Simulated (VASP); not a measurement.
# Mo (Im-3m) in VASP: settings compared

Aim: see how the results for Mo move with the level of theory and the settings. Levels: PBE, BLYP+D4. Tasks: single point, relaxation of cell and atoms.

Program: VASP 6.6.1. These are calculated values, not measurements. Logs are shortened: lines on timing, memory, paths and dates and some standing lists are left out, and cuts for length are marked.

### 1 The cell of the first run

The structure is cubic, space group Im-3m (No. 229). The conventional cell has a = 3.168 Å, b = 3.168 Å, c = 3.168 Å, α = 90.00°, β = 90.00°, γ = 90.00°. Within 3.6 Å of Mo (site symmetry m-3m) lie 14 Mo at 2.74 to 3.17 Å.

### 2 Single point, PBE

File INCAR:

```
SYSTEM = Mo
PREC = Accurate
ENCUT = 520
EDIFF = 1E-6
ISMEAR = 0
SIGMA = 0.1
LREAL = .False.
LASPH = .True.
NELM = 60
ALGO = Normal
ISIF = 2
LWAVE = .False.
LCHARG = .False.
GGA = PE
NBANDS = 13
```

File KPOINTS:

```
Automatic mesh
0
Gamma
  12 12 12
  0 0 0
```

File POSCAR:

```
Mo
1.0
   -1.5838089719      1.5838089719      1.5838089719
    1.5838089719     -1.5838089719      1.5838089719
    1.5838089719      1.5838089719     -1.5838089719
Mo
1
Direct
    0.0000000000      0.0000000000      0.0000000000
```

Potentials or basis: VASP PAW PBE potentials, release 64 (Mo_sv).

Launch:

```
$ cat potpaw_PBE.64/Mo_sv/POTCAR > POTCAR
$ mpirun -np 1 vasp_std > vasp.out
```

OUTCAR:

```text
SYSTEM = Mo
   PREC = Accurate
   ENCUT = 520
   EDIFF = 1E-6
   ISMEAR = 0
   LREAL = .False.
   LASPH = .True.
   NELM = 60
   ISIF = 2
   GGA = PE

 ion  position               nearest neighbor table
   1  0.000  0.000  0.000-

  LATTYP: Found a body centered cubic cell.
 ALAT       =     3.1676179438

  Lattice vectors:

 A1 = (  -1.5838089719,   1.5838089719,   1.5838089719)
 A2 = (   1.5838089719,  -1.5838089719,   1.5838089719)
 A3 = (   1.5838089719,   1.5838089719,  -1.5838089719)

Analysis of symmetry for initial positions (statically):
=====================================================================
 Subroutine PRICEL returns:
 Original cell was already a primitive cell.

 Routine SETGRP: Setting up the symmetry group for a
 body centered cubic supercell.

 Subroutine GETGRP returns: Found 48 space group operations
 (whereof 48 operations were pure point group operations)
 out of a pool of 48 trial point group operations.

The static configuration has the point symmetry O_h .

Analysis of symmetry for dynamics (positions and initial velocities):
=====================================================================
 Subroutine PRICEL returns:
 Original cell was already a primitive cell.

 Routine SETGRP: Setting up the symmetry group for a
 body centered cubic supercell.

 Subroutine GETGRP returns: Found 48 space group operations
 (whereof 48 operations were pure point group operations)
 out of a pool of 48 trial point group operations.

The dynamic configuration has the point symmetry O_h .

 Subroutine INISYM returns: Found 48 space group operations
 (whereof 48 operations are pure point group operations),
 and found     1 'primitive' translations

----------------------------------------------------------------------------------------

                                     Primitive cell

  volume of cell :      15.8916

  direct lattice vectors                    reciprocal lattice vectors
    -1.583808972  1.583808972  1.583808972     0.000000000  0.315694638  0.315694638
     1.583808972 -1.583808972  1.583808972     0.315694638  0.000000000  0.315694638
     1.583808972  1.583808972 -1.583808972     0.315694638  0.315694638  0.000000000

  length of vectors
     2.743237609  2.743237609  2.743237609     0.446459639  0.446459639  0.446459639

  position of ions in fractional coordinates (direct lattice)
     0.000000000  0.000000000  0.000000000

  ion indices of the primitive-cell ions
   primitive index   ion index
                 1           1

----------------------------------------------------------------------------------------

 KPOINTS: Automatic mesh

Automatic generation of k-mesh.
 Grid dimensions read from file:
 generate k-points for:   12   12   12

 Generating k-lattice:

  Cartesian coordinates                     Fractional coordinates (reciprocal lattice)
     0.000000000  0.026307886  0.026307886     0.083333333  0.000000000  0.000000000
     0.026307886  0.000000000  0.026307886     0.000000000  0.083333333  0.000000000
     0.026307886  0.026307886  0.000000000     0.000000000  0.000000000  0.083333333

  Length of vectors
     0.037204970  0.037204970  0.037204970

  Shift w.r.t. Gamma in fractional coordinates (k-lattice)
     0.000000000  0.000000000  0.000000000

 Subroutine IBZKPT returns following result:
 ===========================================

 Found     72 irreducible k-points:

 Following reciprocal coordinates:
            Coordinates               Weight
  0.000000  0.000000  0.000000      1.000000
  0.083333  0.000000  0.000000     12.000000
  0.166667  0.000000  0.000000     12.000000
  0.250000  0.000000  0.000000     12.000000
  0.333333  0.000000  0.000000     12.000000
  0.416667  0.000000  0.000000     12.000000
[... 16 lines left out ...]
  0.333333  0.083333  0.083333     24.000000
  0.416667  0.083333  0.083333     12.000000
 [... further k-points ...]
   k-points           NKPTS =     72   k-points in BZ     NKDIM =     72   number of bands    NBANDS=     13
   number of dos      NEDOS =    301   number of ions     NIONS =      1
   total plane-waves  NPLWV =   8000
   dimension x,y,z NGX =    20 NGY =   20 NGZ =   20
   dimension x,y,z NGXF=    40 NGYF=   40 NGZF=   40
   ions per type =               1
   NGX,Y,Z   is equivalent  to a cutoff of  12.12, 12.12, 12.12 a.u.
   NGXF,Y,Z  is equivalent  to a cutoff of  24.24, 24.24, 24.24 a.u.
 SYSTEM =  Mo
   PREC   = accura    normal or accurate (medium, high low for compatibility)
   ISTART =      0    job   : 0-new  1-cont  2-samecut
   ICHARG =      2    charge: 1-file 2-atom 10-const
   ISPIN  =      1    spin polarized calculation?
   LNONCOLLINEAR =      F non collinear calculations
   LSORBIT =      F    spin-orbit coupling
   LASPH  =      T    aspherical Exc in radial PAW
   ENCUT  =  520.0 eV  38.22 Ry    6.18 a.u.   5.10  5.10  5.10*2*pi/ulx,y,z
   NELM   =     60;   NELMIN=  2; NELMDL= -5     # of ELM steps
   EDIFF  = 0.1E-05   stopping-criterion for ELM
   LREAL  =      F    real-space projection
   EDIFFG = 0.1E-04   stopping-criterion for IOM
   NSW    =      0    number of steps for IOM
   IBRION =     -1    ionic relax: 0-MD 1-quasi-New 2-CG
   NFREE  =      0    steps in history (QN), initial steepest desc. (CG)
   ISIF   =      2    stress and relaxation
   ISYM   =      2    0-nonsym 1-usesym 2-fastsym
   POTIM  = 0.5000    time-step for ionic-motion
   TEBEG  =    0.0;   TEEND  =   0.0 temperature during run
   PSTRESS=    0.0 pullay stress
   NELECT =      14.0000    total number of electrons
   NUPDOWN=      -1.0000    fix difference up-down
   EMIN   =  10.00;   EMAX   =-10.00  energy-range for DOS
   EFERMI =   0.00;   METHOD = LEGACY
   ISMEAR =     0;   SIGMA  =   0.10  broadening in eV -4-tet -1-fermi 0-gaus
   EFERMI_NEDOS =   21; number of points for ismear=-14 and -15
   IALGO  =     38    algorithm
   IMIX   =      4    mixing-type and parameters
     AMIX     =   0.40;   BMIX     =  1.00
     AMIX_MAG =   1.60;   BMIX_MAG =  1.00
  volume/ion in A,a.u.               =      15.89       107.24
  Fermi-wavevector in a.u.,A,eV,Ry     =   1.569380  2.965698 33.510508  2.462953
  Thomas-Fermi vector in A             =   2.671271
   LORBIT       =      0    0 simple, 1 ext, 2 COOP (PROOUT), +10 PAW based schemes
   GGA     = PE    functional components
   LHFCALC =     F    Hartree Fock is set to
   AEXX    =    0.0000 exact exchange contribution
   IVDW    =     0    specifies the selected vdW correction
   LEPSILON=     F    determine dielectric tensor
   LRPA    =     F    only Hartree local field effects (RPA)
 non-spin polarized calculation
 Gauss-broadening in eV      SIGMA  =   0.10
  energy-cutoff  :      520.00
  volume of cell :       15.89
 maximum number of plane-waves:       442
   NGX = 11   NGY = 11   NGZ = 11

 number of electron      14.0000005 magnetization

 Free energy of the ion-electron system (eV)
  ---------------------------------------------------
  ext. energy  EPLUGINS =         0.00000000
  ---------------------------------------------------
  free energy    TOTEN  =       -10.95073532 eV

  energy without entropy =      -10.94906319  energy(sigma->0) =      -10.94989926

 E-fermi :  12.2853     XC(G=0): -13.2973

 val. band max:       12.2754136110   @ k =   0.5000   0.5000   0.0833
 cond. band min:      12.3344228168   @ k =  -0.3333   0.3333   0.2500
 fundamental gap:      0.0590092058
 Fermi energy:        12.2853147794

 k-point     1 :       0.0000    0.0000    0.0000
  band No.  band energies     occupation
      1     -48.9481      2.00000
      2     -22.2513      2.00000
      3     -22.2513      2.00000
      4     -22.2513      2.00000
      5       5.1491      2.00000
      6      10.9986      2.00000
      7      10.9986      2.00000
      8      10.9986      2.00000
      9      13.9628      0.00000
     10      13.9628      0.00000
     11      27.1362      0.00000
     12      27.1362      0.00000
     13      27.1362      0.00000

 k-point     2 :       0.0833    0.0000    0.0000
  band No.  band energies     occupation
      1     -48.9318      2.00000
      2     -22.3463      2.00000
      3     -22.2807      2.00000
      4     -22.2520      2.00000
      5       5.4478      2.00000
      6      10.8325      2.00000
      7      10.9674      2.00000
      8      11.2797      2.00000
      9      13.7322      0.00000
     10      13.9685      0.00000
     11      27.3482      0.00000
     12      27.6410      0.00000
     13      27.6923      0.00000

 k-point     3 :       0.1667    0.0000    0.0000
  band No.  band energies     occupation
      1     -48.8871      2.00000
      2     -22.6008      2.00000
      3     -22.3603      2.00000
      4     -22.2538      2.00000
      5       6.2390      2.00000
      6      10.4101      2.00000
      7      10.8212      2.00000
      8      12.0964      1.99245
      9      13.4066      0.00000
     10      14.0076      0.00000
     11      27.6345      0.00000
     12      28.6656      0.00000
     13      29.0661      0.00000

 k-point     4 :       0.2500    0.0000    0.0000
  band No.  band energies     occupation
      1     -48.8256      2.00000
      2     -22.9379      2.00000
      3     -22.4674      2.00000
      4     -22.2564      2.00000
      5       7.1066      2.00000
      6       9.8927      2.00000
      7      10.7913      2.00000
      8      13.3622      0.00000
      9      13.4443      0.00000
     10      14.1196      0.00000
     11      27.0710      0.00000
     12      28.3260      0.00000
     13      31.2015      0.00000

 k-point     5 :       0.3333    0.0000    0.0000
  band No.  band energies     occupation
      1     -48.7633      2.00000
      2     -23.2641      2.00000
      3     -22.5726      2.00000
      4     -22.2591      2.00000
      5       7.3782      2.00000
      6       9.4287      2.00000
      7      11.6121      2.00000
      8      13.7579      0.00000
      9      14.3091      0.00000
     10      14.8966      0.00000
     11      25.7753      0.00000
     12      26.5022      0.00000
     13      33.0161      0.00000

 k-point     6 :       0.4167    0.0000    0.0000
  band No.  band energies     occupation
      1     -48.7172      2.00000
      2     -23.4966      2.00000
      3     -22.6485      2.00000
      4     -22.2611      2.00000
      5       7.2096      2.00000
      6       9.1159      2.00000
      7      13.0010      0.00000
      8      14.0486      0.00000
      9      14.5087      0.00000
     10      16.3239      0.00000
     11      24.5836      0.00000
     12      24.6737      0.00000
     13      30.4906      0.00000

 k-point     7 :       0.5000    0.0000    0.0000
  band No.  band energies     occupation
      1     -48.7003      2.00000
      2     -23.5805      2.00000
      3     -22.6760      2.00000
      4     -22.2618      2.00000
      5       7.1052      2.00000
      6       9.0063      2.00000
      7      13.8949      0.00000
      8      13.9819      0.00000
      9      14.5977      0.00000
     10      16.9599      0.00000
     11      23.7243      0.00000
     12      24.2563      0.00000
     13      29.4812      0.00000
[... 193 lines left out ...]
 k-point    20 :       0.0833    0.0833    0.0833
  band No.  band energies     occupation
      1     -48.8615      2.00000
      2     -22.7650      2.00000
      3     -22.3204      2.00000
      4     -22.3204      2.00000
      5       6.7323      2.00000
      6      10.2417      2.00000
      7      10.2417      2.00000
      8      13.0236      0.00000
      9      13.7474      0.00000
     10      13.7474      0.00000
     11      28.3545      0.00000
     12      28.6694      0.00000
     13      28.6694      0.00000

 k-point    21 :       0.1667    0.0833    0.0833
  band No.  band energies     occupation
      1     -48.8067      2.00000
      2     -23.0337      2.00000
      3     -22.4405      2.00000
      4     -22.3303      2.00000
      5       7.6525      2.00000
      6       9.7377      2.00000
      7      10.0085      2.00000
      8      13.6776      0.00000
      9      14.0755      0.00000
     10      14.5500      0.00000
     11      27.6427      0.00000
     12      28.1260      0.00000
     13      29.8548      0.00000

 k-point    22 :       0.2500    0.0833    0.0833
  band No.  band energies     occupation
      1     -48.7514      2.00000
      2     -23.2723      2.00000
      3     -22.5839      2.00000
      4     -22.3404      2.00000
      5       7.9792      2.00000
      6       9.3368      2.00000
      7      10.6558      2.00000
      8      13.8579      0.00000
      9      14.3471      0.00000
     10      16.2886      0.00000
     11      26.2476      0.00000
     12      26.2866      0.00000
     13      29.9937      0.00000

 k-point    23 :       0.3333    0.0833    0.0833
  band No.  band energies     occupation
      1     -48.7106      2.00000
      2     -23.4352      2.00000
      3     -22.6965      2.00000
      4     -22.3478      2.00000
      5       7.7819      2.00000
      6       9.0840      2.00000
      7      11.9421      2.00000
      8      14.0738      0.00000
      9      14.5485      0.00000
     10      17.8591      0.00000
     11      24.1470      0.00000
     12      25.1730      0.00000
     13      28.6685      0.00000

 k-point    24 :       0.4167    0.0833    0.0833
  band No.  band energies     occupation
      1     -48.6956      2.00000
      2     -23.4930      2.00000
      3     -22.7388      2.00000
      4     -22.3506      2.00000
      5       7.6695      2.00000
      6       8.9979      2.00000
      7      12.6196      0.00000
      8      14.1427      0.00000
      9      14.6274      0.00000
     10      18.5627      0.00000
     11      23.1691      0.00000
     12      24.7769      0.00000
     13      28.1436      0.00000

 [... further k-points ...]
[... 5 lines left out ...]
  --------------------------------------------------------------------------------------
  -------------------------------------------------------------------------------------
  Total       -0.1345027     -0.1345027     -0.1345027      0.0000000      0.0000000     -0.0000000
  in kB      -13.5604226    -13.5604226    -13.5604226      0.0000000      0.0000000     -0.0000000
  external PRESSURE =     -13.5604226 kB  Pullay stress =       0.0000000 kB

 VOLUME and BASIS-vectors are now :
 -----------------------------------------------------------------------------
  energy-cutoff  :      520.00
  volume of cell :       15.89
      direct lattice vectors                 reciprocal lattice vectors
    -1.583808972  1.583808972  1.583808972     0.000000000  0.315694638  0.315694638
     1.583808972 -1.583808972  1.583808972     0.315694638  0.000000000  0.315694638
     1.583808972  1.583808972 -1.583808972     0.315694638  0.315694638  0.000000000

 POSITION                                       TOTAL-FORCE (eV/Angst)
 -----------------------------------------------------------------------------------
      0.00000      0.00000      0.00000        -0.000000     -0.000000     -0.000000
 -----------------------------------------------------------------------------------
    total drift:                                0.000000     -0.000000      0.000000

  FREE ENERGIE OF THE ION-ELECTRON SYSTEM (eV)
  ---------------------------------------------------
  free  energy   TOTEN  =       -10.9507353241 eV

  energy  without entropy=      -10.9490631923  energy(sigma->0) =      -10.94989926
```

It took 14 s on 1 thread of Intel Xeon Platinum 8259CL at 2.50GHz (Skylake/Cascade Lake), shared host; peak memory 0.13 GiB.

What came out:

```yaml
Free_energy: -10.9507 eV
Pressure: -1.4 GPa
Band_gap_on_the_k_mesh: zero (band 7 reaches 16.22 eV, above the bottom of band 8 at 11.00 eV)
```

[end of part 1 of 2]
